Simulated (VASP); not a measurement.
# ZnIn2O6 (P-3m1) in VASP: further runs

The runs below take ZnIn2O6 through single point, relaxation of cell and atoms, with PBE.

All numbers are computed with VASP 6.6.1; they aren't measurements. Logs are shortened: lines on timing, memory, paths and dates and some standing lists are left out, and cuts for length are marked.

### Step 1. The cell of the first run

It takes space group P-3m1 (No. 164, trigonal). Conventional cell: a = 6.062 Å, b = 6.062 Å, c = 3.264 Å, α = 90.00°, β = 90.00°, γ = 120.00°. Zn (site symmetry -3m) has 6 O at 2.11 Å within 2.8 Å. Within 2.9 Å of In (site symmetry 3m) lie 6 O at 2.21 to 2.25 Å. O (site symmetry m) has 1 Zn at 2.11 Å and 2 In at 2.21 to 2.25 Å and 6 O at 2.44 to 2.70 Å within 2.8 Å.

### Step 2. Single point, PBE, collinear spin, ferromagnetic start

Input file INCAR:

```
SYSTEM = ZnIn2O6
ALGO = Normal
EDIFF = 1E-6
ENCUT = 600
GGA = PE
GGA_COMPAT = .False.
ISIF = 2
ISMEAR = 0
ISPIN = 2
KPAR = 4
LASPH = .True.
LCHARG = .True.
LORBIT = 11
LREAL = .False.
LVHAR = .True.
LWAVE = .False.
MAGMOM = 0 0 0 0.7 0.7 0.7 0.7 0.7 0.7
NBANDS = 51
NELM = 200
PREC = Accurate
SIGMA = 0.1
```

Input file KPOINTS:

```
k-points
0
Gamma
  6 6 12
  0 0 0
```

Input file POSCAR:

```
ZnIn2O6
1.0
    6.0616039365      0.0000000000      0.0000000000
   -3.0308019683      5.2495029966      0.0000000000
    0.0000000000      0.0000000000      3.2644700249
Zn In O
1 2 6
Direct
    0.0000000000      0.0000000000      0.5000000000
    0.3333333333      0.6666666667      0.7739983461
    0.6666666667      0.3333333333      0.2260016539
    0.8113610672      0.6227221344      0.7195042758
    0.3772778656      0.1886389328      0.7195042758
    0.8113610672      0.1886389328      0.7195042758
    0.1886389328      0.3772778656      0.2804957242
    0.6227221344      0.8113610672      0.2804957242
    0.1886389328      0.8113610672      0.2804957242
```

Potentials or basis: VASP PAW PBE potentials, release 64 (Zn, In_d, O).

Started as:

```
$ cat potpaw_PBE.64/Zn/POTCAR potpaw_PBE.64/In_d/POTCAR potpaw_PBE.64/O/POTCAR > POTCAR
$ mpirun -np 4 vasp_std > vasp.out
```

OUTCAR:

```text
SYSTEM = ZnIn2O6
   EDIFF = 1E-6
   ENCUT = 600
   GGA = PE
   ISIF = 2
   ISMEAR = 0
   ISPIN = 2
   LASPH = .True.
   LORBIT = 11
   LREAL = .False.
   NELM = 200
   PREC = Accurate

 ion  position               nearest neighbor table
   1  0.000  0.000  0.500-   4 2.11   7 2.11   5 2.11   8 2.11   6 2.11   9 2.11
   2  0.333  0.667  0.774-   9 2.21   7 2.21   8 2.21   9 2.25   7 2.25   8 2.25   3 3.80   3 3.80
                             3 3.80   3 3.93   3 3.93   3 3.93
   3  0.667  0.333  0.226-   6 2.21   4 2.21   5 2.21   6 2.25   4 2.25   5 2.25   2 3.80   2 3.80
                             2 3.80   2 3.93   2 3.93   2 3.93
   4  0.811  0.623  0.720-   1 2.11   3 2.21   3 2.25
   5  0.377  0.189  0.720-   1 2.11   3 2.21   3 2.25
   6  0.811  0.189  0.720-   1 2.11   3 2.21   3 2.25
   7  0.189  0.377  0.280-   1 2.11   2 2.21   2 2.25
   8  0.623  0.811  0.280-   1 2.11   2 2.21   2 2.25
   9  0.189  0.811  0.280-   1 2.11   2 2.21   2 2.25

  LATTYP: Found a hexagonal cell.
 ALAT       =     6.0616039365
 C/A-ratio  =     0.5385488823

  Lattice vectors:

 A1 = (   6.0616039365,   0.0000000000,   0.0000000000)
 A2 = (  -3.0308019683,   5.2495029966,   0.0000000000)
 A3 = (   0.0000000000,   0.0000000000,   3.2644700249)

Analysis of symmetry for initial positions (statically):
=====================================================================
 Subroutine PRICEL returns:
 Original cell was already a primitive cell.

 Routine SETGRP: Setting up the symmetry group for a
 hexagonal supercell.

 Subroutine GETGRP returns: Found 12 space group operations
 (whereof 12 operations were pure point group operations)
 out of a pool of 24 trial point group operations.

The static configuration has the point symmetry D_3d.

Analysis of symmetry for dynamics (positions and initial velocities):
=====================================================================
 Subroutine PRICEL returns:
 Original cell was already a primitive cell.

 Routine SETGRP: Setting up the symmetry group for a
 hexagonal supercell.

 Subroutine GETGRP returns: Found 12 space group operations
 (whereof 12 operations were pure point group operations)
 out of a pool of 24 trial point group operations.

The dynamic configuration has the point symmetry D_3d.

Analysis of structural, dynamic, and magnetic symmetry:
=====================================================================
 Subroutine PRICEL returns:
 Original cell was already a primitive cell.

[... 165 lines left out ...]
  free energy    TOTEN  =       -40.38562917 eV

  energy without entropy =      -40.36972013  energy(sigma->0) =      -40.37767465

 E-fermi :   4.2107     XC(G=0): -11.3369

 val. band max:        4.2106154185   @ k =   0.3333   0.1667   0.5000
 cond. band min:       4.2272348452   @ k =   0.0000   0.1667   0.0833
 fundamental gap:      0.0166194266
 Fermi energy:         4.2107227793

 spin component 1

 k-point     1 :       0.0000    0.0000    0.0000
  band No.  band energies     occupation
      1     -14.7248      1.00000
      2     -13.3983      1.00000
      3     -13.3983      1.00000
      4     -13.1045      1.00000
      5     -12.6532      1.00000
      6     -12.6532      1.00000
[... 1237 lines left out ...]
     48      16.2791      0.00000
     49      16.6314      0.00000

 [... further k-points ...]

 spin component 2

 k-point     1 :       0.0000    0.0000    0.0000
  band No.  band energies     occupation
      1     -13.8241      1.00000
      2     -12.3928      1.00000
      3     -12.3928      1.00000
      4     -12.1522      1.00000
      5     -11.5875      1.00000
      6     -11.5875      1.00000
[... 1237 lines left out ...]
     48      16.4431      0.00000
     49      16.8006      0.00000

 [... further k-points ...]

 [bands above 49 left out]

------------------------ aborting loop because EDIFF is reached ----------------------------------------

  FORCE on cell =-STRESS in cart. coord.  units (eV):
  Direction    XX          YY          ZZ          XY          YZ          ZX
  --------------------------------------------------------------------------------------
  -------------------------------------------------------------------------------------
  Total        0.1434691      0.1434691      0.1951529     -0.0000000     -0.0000000     -0.0000000
  in kB        2.2128429      2.2128429      3.0100048     -0.0000000     -0.0000000     -0.0000000
  external PRESSURE =       2.4785635 kB  Pullay stress =       0.0000000 kB

 VOLUME and BASIS-vectors are now :
 -----------------------------------------------------------------------------
  energy-cutoff  :      600.00
  volume of cell :      103.88
      direct lattice vectors                 reciprocal lattice vectors
     6.061603937  0.000000000  0.000000000     0.164972837  0.095247112  0.000000000
    -3.030801968  5.249502997  0.000000000     0.000000000  0.190494224  0.000000000
     0.000000000  0.000000000  3.264470025     0.000000000  0.000000000  0.306328437

 POSITION                                       TOTAL-FORCE (eV/Angst)
 -----------------------------------------------------------------------------------
      0.00000      0.00000      1.63224         0.000000      0.000000      0.000000
     -0.00000      3.49967      2.52669         0.000000     -0.000000      0.016350
      3.03080      1.74983      0.73778         0.000000      0.000000     -0.016350
      3.03080      3.26898      2.34880        -0.000000      0.002240      0.015409
      1.71518      0.99026      2.34880        -0.001940     -0.001120      0.015409
      4.34642      0.99026      2.34880         0.001940     -0.001120      0.015409
     -0.00000      1.98052      0.91567         0.000000     -0.002240     -0.015409
      1.31562      4.25924      0.91567         0.001940      0.001120     -0.015409
     -1.31562      4.25924      0.91567        -0.001940      0.001120     -0.015409
 -----------------------------------------------------------------------------------
    total drift:                               -0.000000      0.000000      0.000000

  FREE ENERGIE OF THE ION-ELECTRON SYSTEM (eV)
  ---------------------------------------------------
  free  energy   TOTEN  =       -40.3856291721 eV

  energy  without entropy=      -40.3697201286  energy(sigma->0) =      -40.37767465

 total charge

# of ion       s       p       d       tot
------------------------------------------
    1        0.397   0.386   9.836  10.619
    2        0.628   0.565  10.016  11.210
    3        0.628   0.565  10.016  11.210
    4        1.591   3.270   0.000   4.862
    5        1.591   3.270   0.000   4.862
    6        1.591   3.270   0.000   4.862
    7        1.591   3.270   0.000   4.862
    8        1.591   3.270   0.000   4.862
    9        1.591   3.270   0.000   4.862
--------------------------------------------------
tot         11.201  21.139  29.868  62.208

 magnetization (x)

# of ion       s       p       d       tot
------------------------------------------
    1       -0.020  -0.013   0.084   0.051
    2       -0.028  -0.020   0.012  -0.035
    3       -0.028  -0.020   0.012  -0.035
    4        0.008   0.572   0.000   0.580
    5        0.008   0.572   0.000   0.580
    6        0.008   0.572   0.000   0.580
    7        0.008   0.572   0.000   0.580
    8        0.008   0.572   0.000   0.580
    9        0.008   0.572   0.000   0.580
--------------------------------------------------
tot         -0.028   3.382   0.109   3.463
```

OSZICAR:

```text
N       E                     dE             d eps       ncg     rms          rms(c)
DAV:   1     0.100832714623E+04    0.10083E+04   -0.37316E+04 13462   0.221E+03
DAV:   2     0.133361258061E+03   -0.87497E+03   -0.81470E+03 13680   0.586E+02
DAV:   3    -0.343127452965E+02   -0.16767E+03   -0.15977E+03 14598   0.228E+02
DAV:   4    -0.461099736084E+02   -0.11797E+02   -0.11549E+02 15480   0.632E+01
DAV:   5    -0.464687543802E+02   -0.35878E+00   -0.35789E+00 16168   0.119E+01    0.232E+01
DAV:   6    -0.464572406992E+02    0.11514E-01   -0.23901E+02 18838   0.191E+02    0.254E+01
DAV:   7    -0.416879604258E+02    0.47693E+01   -0.16387E+01 15589   0.550E+01    0.117E+01
DAV:   8    -0.401389747265E+02    0.15490E+01   -0.83380E+00 18787   0.319E+01    0.376E+00
DAV:   9    -0.403263594881E+02   -0.18738E+00   -0.13122E+00 18144   0.913E+00    0.280E+00
DAV:  10    -0.403676449807E+02   -0.41285E-01   -0.44065E-01 18798   0.686E+00    0.209E+00
DAV:  11    -0.403761235654E+02   -0.84786E-02   -0.60241E-02 16690   0.344E+00    0.118E+00
DAV:  12    -0.403837369451E+02   -0.76134E-02   -0.14301E-02 16859   0.841E-01    0.671E-01
DAV:  13    -0.403853157321E+02   -0.15788E-02   -0.32806E-03 18146   0.320E-01    0.417E-01
DAV:  14    -0.403854838907E+02   -0.16816E-03   -0.27061E-03 17809   0.109E+00    0.195E-01
DAV:  15    -0.403856176107E+02   -0.13372E-03   -0.49368E-04 16976   0.287E-01    0.491E-02
DAV:  16    -0.403856263610E+02   -0.87503E-05   -0.67192E-05 18251   0.113E-01    0.179E-02
DAV:  17    -0.403856301543E+02   -0.37933E-05   -0.23045E-05 13737   0.317E-02    0.170E-02
DAV:  18    -0.403856291721E+02    0.98228E-06   -0.52345E-06 11316   0.386E-02
   1 F= -.40385629E+02 E0= -.40377675E+02  d E =-.159090E-01  mag=     3.9993
```

Wall time 5.1 min (4 MPI ranks of Intel Xeon Platinum 8259CL at 2.50GHz (Skylake/Cascade Lake), shared host); peak memory 0.71 GiB.

What came out:

```yaml
Free_energy: -40.3856 eV
Pressure: 0.2 GPa
Largest_force: 0.016 eV/Å
Band_gap_on_the_k_mesh: zero (filled and empty bands overlap)
Net_moment: 4.00 μB per cell
Site_moments: Zn +0.05; In -0.04; O +0.58 μB
Valence_electrons_inside_the_program's_atomic_spheres: Zn 10.62; In 11.21; O 4.86
```

Forces in eV/Å, atoms in the order of the input:
```
Zn   0.000  0.000  0.000
In   0.000  0.000  0.016
In   0.000  0.000 -0.016
O    0.000  0.002  0.015
O   -0.002 -0.001  0.015
O    0.002 -0.001  0.015
O    0.000 -0.002 -0.015
O    0.002  0.001 -0.015
O   -0.002  0.001 -0.015
```

Stress tensor (GPa, compression positive):
```
0.22 0.00 0.00
0.00 0.22 0.00
0.00 0.00 0.30
```

Caveat: spin-orbit coupling is left out, which moves the levels of the heavy elements.

(Continued in part 2 of 2.)

The gap in the log of VASP goes by the Fermi energy; the results here count the filled bands.